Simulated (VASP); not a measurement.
# Ti (P6/mmm) in VASP: a series of runs, part 2 of 3

VASP 6.6.1. The steps go on from the part before.

**3. Single point, r2SCAN (volume scaled by 1.06, then relaxed in part)**

Contents of POSCAR:

```
Ti
1.0
    4.6608666001      0.0000000000      0.0000000000
   -2.3304333001      4.0364288793      0.0000000000
    0.0000000000      0.0000000000      2.8761402500
Ti
3
Direct
    0.0000000000      0.0000000000      0.0000000000
    0.3333333333      0.6666666667      0.5000000000
    0.6666666667      0.3333333333      0.5000000000
```

Contents of INCAR.step1:

```
  PREC = Accurate
  ENCUT = 520
  ISMEAR = 0
  SIGMA = 0.1
  LREAL = False
  LASPH = True
  NELM = 100
  NBANDS = 25
  GGA = PE
  ALGO = Normal
  EDIFF = 1E-4
  LWAVE = True
  LCHARG = False
```

Contents of INCAR.step2:

```
  PREC = Accurate
  ENCUT = 520
  EDIFF = 1E-7
  ISMEAR = 0
  SIGMA = 0.1
  LREAL = False
  LASPH = True
  NELM = 100
  ALGO = Normal
  ISIF = 2
  LWAVE = False
  LCHARG = False
  METAGGA = R2SCAN
  LMIXTAU = True
  NBANDS = 25
  ISTART = 1
```

Contents of KPOINTS:

```
regular mesh
0
Gamma
  12 12 14
```

Potentials or basis: VASP PAW PBE potentials, release 64 (Ti_sv).

Started as:

```sh
> cat potpaw_PBE.64/Ti_sv/POTCAR > POTCAR
> cp INCAR.step1 INCAR
> mpirun -np 1 vasp_std > vasp.out
> cp INCAR.step2 INCAR
> mpirun -np 1 vasp_std > vasp.out
```

OUTCAR:

```text
PREC = Accurate
   ENCUT = 520
   EDIFF = 1E-7
   ISMEAR = 0
   LREAL = False
   LASPH = True
   NELM = 100
   ISIF = 2
   METAGGA = R2SCAN
   ISTART = 1

 ion  position               nearest neighbor table
   1  0.000  0.000  0.000-
   2  0.333  0.667  0.500-   3 2.69   3 2.69   3 2.69
   3  0.667  0.333  0.500-   2 2.69   2 2.69   2 2.69

  LATTYP: Found a hexagonal cell.
 ALAT       =     4.6608666001
 C/A-ratio  =     0.6170827223

  Lattice vectors:

 A1 = (   4.6608666001,   0.0000000000,   0.0000000000)
 A2 = (  -2.3304333001,   4.0364288793,   0.0000000000)
 A3 = (   0.0000000000,   0.0000000000,   2.8761402500)

Analysis of symmetry for initial positions (statically):
=====================================================================
 Subroutine PRICEL returns:
 Original cell was already a primitive cell.

 Routine SETGRP: Setting up the symmetry group for a
 hexagonal supercell.

 Subroutine GETGRP returns: Found 24 space group operations
 (whereof 24 operations were pure point group operations)
 out of a pool of 24 trial point group operations.

The static configuration has the point symmetry D_6h.

Analysis of symmetry for dynamics (positions and initial velocities):
=====================================================================
 Subroutine PRICEL returns:
 Original cell was already a primitive cell.

 Routine SETGRP: Setting up the symmetry group for a
 hexagonal supercell.

 Subroutine GETGRP returns: Found 24 space group operations
 (whereof 24 operations were pure point group operations)
 out of a pool of 24 trial point group operations.

The dynamic configuration has the point symmetry D_6h.

 Subroutine INISYM returns: Found 24 space group operations
 (whereof 24 operations are pure point group operations),
 and found     1 'primitive' translations

----------------------------------------------------------------------------------------

                                     Primitive cell

  volume of cell :      54.1096

  direct lattice vectors                    reciprocal lattice vectors
     4.660866600  0.000000000  0.000000000     0.214552375  0.123871872  0.000000000
    -2.330433300  4.036428879  0.000000000     0.000000000  0.247743743  0.000000000
     0.000000000  0.000000000  2.876140250     0.000000000  0.000000000  0.347688191

  length of vectors
     4.660866600  4.660866600  2.876140250     0.247743743  0.247743743  0.347688191

  position of ions in fractional coordinates (direct lattice)
     0.000000000  0.000000000  0.000000000
     0.333333333  0.666666667  0.500000000
     0.666666667  0.333333333  0.500000000

  ion indices of the primitive-cell ions
   primitive index   ion index
                 1           1
                 2           2
                 3           3

----------------------------------------------------------------------------------------

 KPOINTS: regular mesh

Automatic generation of k-mesh.
 Grid dimensions read from file:
 generate k-points for:   12   12   14

 Generating k-lattice:

  Cartesian coordinates                     Fractional coordinates (reciprocal lattice)
     0.017879365  0.010322656  0.000000000     0.083333333  0.000000000  0.000000000
     0.000000000  0.020645312  0.000000000     0.000000000  0.083333333  0.000000000
     0.000000000  0.000000000  0.024834871     0.000000000  0.000000000  0.071428571

  Length of vectors
     0.020645312  0.020645312  0.024834871

  Shift w.r.t. Gamma in fractional coordinates (k-lattice)
     0.000000000  0.000000000  0.000000000

 Subroutine IBZKPT returns following result:
 ===========================================

 Found    152 irreducible k-points:

 Following reciprocal coordinates:
            Coordinates               Weight
  0.000000  0.000000  0.000000      1.000000
  0.083333  0.000000  0.000000      6.000000
  0.166667 -0.000000  0.000000      6.000000
  0.250000 -0.000000  0.000000      6.000000
  0.333333 -0.000000  0.000000      6.000000
  0.416667  0.000000  0.000000      6.000000
[... 16 lines left out ...]
  0.250000 -0.000000  0.071429     12.000000
  0.333333 -0.000000  0.071429     12.000000
 [... further k-points ...]
   k-points           NKPTS =    152   k-points in BZ     NKDIM =    152   number of bands    NBANDS=     25
   number of dos      NEDOS =    301   number of ions     NIONS =      3
   total plane-waves  NPLWV =  31104
   dimension x,y,z NGX =    36 NGY =   36 NGZ =   24
   dimension x,y,z NGXF=    72 NGYF=   72 NGZF=   48
   ions per type =               3
   NGX,Y,Z   is equivalent  to a cutoff of  12.84, 12.84, 13.87 a.u.
   NGXF,Y,Z  is equivalent  to a cutoff of  25.68, 25.68, 27.74 a.u.
 SYSTEM =  unknown system
   PREC   = accura    normal or accurate (medium, high low for compatibility)
   ISTART =      1    job   : 0-new  1-cont  2-samecut
   ICHARG =      0    charge: 1-file 2-atom 10-const
   ISPIN  =      1    spin polarized calculation?
   LNONCOLLINEAR =      F non collinear calculations
   LSORBIT =      F    spin-orbit coupling
   LASPH  =      T    aspherical Exc in radial PAW
   ENCUT  =  520.0 eV  38.22 Ry    6.18 a.u.   8.67  8.67  5.35*2*pi/ulx,y,z
   NELM   =    100;   NELMIN=  2; NELMDL=  0     # of ELM steps
   EDIFF  = 0.1E-06   stopping-criterion for ELM
   LREAL  =      F    real-space projection
   EDIFFG = 0.1E-05   stopping-criterion for IOM
   NSW    =      0    number of steps for IOM
   IBRION =     -1    ionic relax: 0-MD 1-quasi-New 2-CG
   NFREE  =      0    steps in history (QN), initial steepest desc. (CG)
   ISIF   =      2    stress and relaxation
   ISYM   =      2    0-nonsym 1-usesym 2-fastsym
   POTIM  = 0.5000    time-step for ionic-motion
   TEBEG  =    0.0;   TEEND  =   0.0 temperature during run
   PSTRESS=    0.0 pullay stress
   NELECT =      36.0000    total number of electrons
   NUPDOWN=      -1.0000    fix difference up-down
   EMIN   =  10.00;   EMAX   =-10.00  energy-range for DOS
   EFERMI =   0.00;   METHOD = LEGACY
   ISMEAR =     0;   SIGMA  =   0.10  broadening in eV -4-tet -1-fermi 0-gaus
   EFERMI_NEDOS =   21; number of points for ismear=-14 and -15
   IALGO  =     38    algorithm
   IMIX   =      4    mixing-type and parameters
     AMIX     =   0.40;   BMIX     =  1.00
     AMIX_MAG =   1.60;   BMIX_MAG =  1.00
  volume/ion in A,a.u.               =      18.04       121.72
  Fermi-wavevector in a.u.,A,eV,Ry     =   1.429171  2.700742 27.790320  2.042531
  Thomas-Fermi vector in A             =   2.549154
   LORBIT       =      0    0 simple, 1 ext, 2 COOP (PROOUT), +10 PAW based schemes
   METAGGA = R2SCAN    functional components
   LHFCALC =     F    Hartree Fock is set to
   AEXX    =    0.0000 exact exchange contribution
   IVDW    =     0    specifies the selected vdW correction
   LEPSILON=     F    determine dielectric tensor
   LRPA    =     F    only Hartree local field effects (RPA)
 non-spin polarized calculation
 Gauss-broadening in eV      SIGMA  =   0.10
  energy-cutoff  :      520.00
  volume of cell :       54.11
 maximum number of plane-waves:      1476
 NGX is ok and might be reduce to    36
   NGX = 17   NGY = 17   NGZ = 11

 number of electron      36.0000006 magnetization

 Free energy of the ion-electron system (eV)
  ---------------------------------------------------
  ext. energy  EPLUGINS =         0.00000000
  ---------------------------------------------------
  free energy    TOTEN  =       -38.85258993 eV

  energy without entropy =      -38.84272464  energy(sigma->0) =      -38.84765728

 E-fermi :   7.8841     XC(G=0): -12.2059

 val. band max:        7.8794245784   @ k =   0.0000   0.0000   0.0000
 cond. band min:       7.8880771486   @ k =   0.3333   0.2500   0.3571
 fundamental gap:      0.0086525702
 Fermi energy:         7.8840724088

 k-point     1 :       0.0000    0.0000    0.0000
  band No.  band energies     occupation
      1     -51.4931      2.00000
      2     -51.2347      2.00000
      3     -51.0966      2.00000
      4     -26.7373      2.00000
      5     -26.7373      2.00000
      6     -26.6246      2.00000
[... 17 lines left out ...]
     24       9.7386      0.00000
     25       9.8807      0.00000
[... 621 lines left out ...]
      3     -51.1258      2.00000
      4     -26.8422      2.00000
      5     -26.7507      2.00000
      6     -26.5122      2.00000
[... 17 lines left out ...]
     24       9.9888      0.00000
     25      10.5358      0.00000

 [... further k-points ...]

------------------------ aborting loop because EDIFF is reached ----------------------------------------

  FORCE on cell =-STRESS in cart. coord.  units (eV):
  Direction    XX          YY          ZZ          XY          YZ          ZX
  --------------------------------------------------------------------------------------
  -------------------------------------------------------------------------------------
  Total       -1.9590235     -1.9590235     -2.0057921      0.0000000      0.0000000      0.0000000
  in kB      -58.0064377    -58.0064377    -59.3912492      0.0000000      0.0000000      0.0000000
  external PRESSURE =     -58.4680415 kB  Pullay stress =       0.0000000 kB

 VOLUME and BASIS-vectors are now :
 -----------------------------------------------------------------------------
  energy-cutoff  :      520.00
  volume of cell :       54.11
      direct lattice vectors                 reciprocal lattice vectors
     4.660866600  0.000000000  0.000000000     0.214552375  0.123871872  0.000000000
    -2.330433300  4.036428879  0.000000000     0.000000000  0.247743743  0.000000000
     0.000000000  0.000000000  2.876140250     0.000000000  0.000000000  0.347688191

 POSITION                                       TOTAL-FORCE (eV/Angst)
 -----------------------------------------------------------------------------------
      0.00000      0.00000      0.00000        -0.000000      0.000000      0.000000
     -0.00000      2.69095      1.43807        -0.000000     -0.000000      0.000000
      2.33043      1.34548      1.43807         0.000000      0.000000      0.000000
 -----------------------------------------------------------------------------------
    total drift:                                0.000000      0.000000     -0.000000

  FREE ENERGIE OF THE ION-ELECTRON SYSTEM (eV)
  ---------------------------------------------------
  free  energy   TOTEN  =       -38.8525899286 eV

  energy  without entropy=      -38.8427246361  energy(sigma->0) =      -38.84765728
```

Wall time 14 min (1 thread of Intel Xeon Platinum 8259CL at 2.50GHz (Skylake/Cascade Lake), shared host); peak memory 0.29 GiB.

What came out:

| Property | Result |
| --- | --- |
| Free energy | -38.8526 eV |
| Pressure | -5.8 GPa |
| Band gap on the k mesh | zero (band 18 reaches 8.03 eV, above the bottom of band 19 at 7.81 eV) |

Levels at points of the mesh, in eV from the Fermi level:
```csv
k point,band 14,band 15,band 16,band 17,band 18,band 19,band 20,band 21,band 22,band 23
"(0.00, 0.00, 0.00)",-1.87,-0.77,-0.77,-0.76,-0.76,0.00,0.77,1.36,1.36,1.85
"(0.50, 0.00, 0.00)",-3.84,-2.62,-0.36,-0.31,-0.30,0.11,0.60,0.76,1.13,1.94
"(0.00, 0.00, 0.50)",-2.00,-2.00,-1.98,-1.64,-1.64,1.09,1.09,1.30,1.30,2.97
"(0.50, 0.00, 0.50)",-2.15,-1.66,-1.16,-0.83,-0.70,0.47,0.77,0.88,1.07,2.23
```

Caveat: the PAW data sets were made with another functional, which shifts forces and pressure a little.

(Continued in part 3 of 3.)
